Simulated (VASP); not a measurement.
CuAu: single point with PBE

Sheet: CuAu, a sheet with vacuum.

```
Cu Au
1.0
     2.71000    0.00000    0.00000
     0.00000    2.71000    0.00000
     0.00000    0.00000   27.48500
Cu Au
1 1
Direct
  0.50000 0.50000 0.32551
  0.00000 0.00000 0.25663
```

```json
{"Program": "VASP 6.6.1", "Task": "single point", "Functional": "PBE", "Potentials or basis": "VASP PAW PBE potentials, release 64 (Cu, Au)", "Cutoff": "520 eV", "k mesh": "20 × 20 × 1", "Occupations": "gaussian, width 0.1 eV", "Spin": "no spin polarisation", "Dipole correction": "yes", "Further INCAR settings": "ALGO = Normal; EDIFF = 1e-06; NBANDS = 18"}
```

```yaml
Largest_force: 0.004 eV/Å
Band_gap_on_the_k_mesh: zero (band 11 reaches 0.75 eV, above the bottom of band 12 at -4.29 eV)
```

Forces in eV/Å, atoms in the order of the input:
```
Cu   0.000  0.000  0.004
Au   0.000  0.000 -0.004
```

Levels at points of the mesh, in eV from the Fermi level:
```
           k point  band 9  band 10  band 11  band 12  band 13  band 14
(0.00, 0.00, 0.00)   -1.65    -1.40    -1.40    -1.33     1.27     4.43
(0.50, 0.00, 0.00)   -1.53    -1.46     0.09     0.74     3.32     3.50
(0.50, 0.50, 0.00)   -1.10    -0.59     3.68     3.68     7.21     7.33
```

Run time: 110 s on 1 thread of Intel(R) Xeon(R) 6975P-C (Granite Rapids), with other jobs on the host, peak memory 0.45 GiB.

Caveat: spin-orbit coupling is left out, which moves the levels of the heavy elements.
